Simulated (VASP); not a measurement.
A run of VASP 6.6.1:

INCAR

```
PREC = Accurate ; ENCUT = 520
EDIFF = 1E-6 ; ISMEAR = -1
SIGMA = 0.02 ; LREAL = False
LASPH = True ; NELM = 100
ALGO = Normal ; ISIF = 2
LWAVE = False ; LCHARG = False
GGA = PE ; NBANDS = 15
```

The input KPOINTS:

```
regular mesh
0
Gamma
  8 8 8
```

File POSCAR:

```
CaSe
1.0
    0.0000000000      2.9675351127      2.9675351127
    2.9081844104      0.0000000000      2.9675351127
    2.9081844104      2.9675351127      0.0000000000
Ca Se
1 1
Direct
    0.0000000000      0.0000000000      0.0000000000
    0.5000000000      0.5000000000      0.5000000000
```

Potentials or basis: VASP PAW PBE potentials, release 64 (Ca_sv, Se).

Launch:

```sh
$ cat potpaw_PBE.64/Ca_sv/POTCAR potpaw_PBE.64/Se/POTCAR > POTCAR
$ mpirun -np 1 vasp_std > vasp.out
```

Hardware: 1 thread of AMD EPYC 9R45 96-Core Processor (Zen 5), with other jobs on the host.

**Question.** Estimate the wall time of this run.

**Answer.** Run time: 21 s on 1 thread of AMD EPYC 9R45 96-Core Processor (Zen 5), on a shared host, peak memory 0.17 GiB. Counts: scf iterations 12, k points 59.
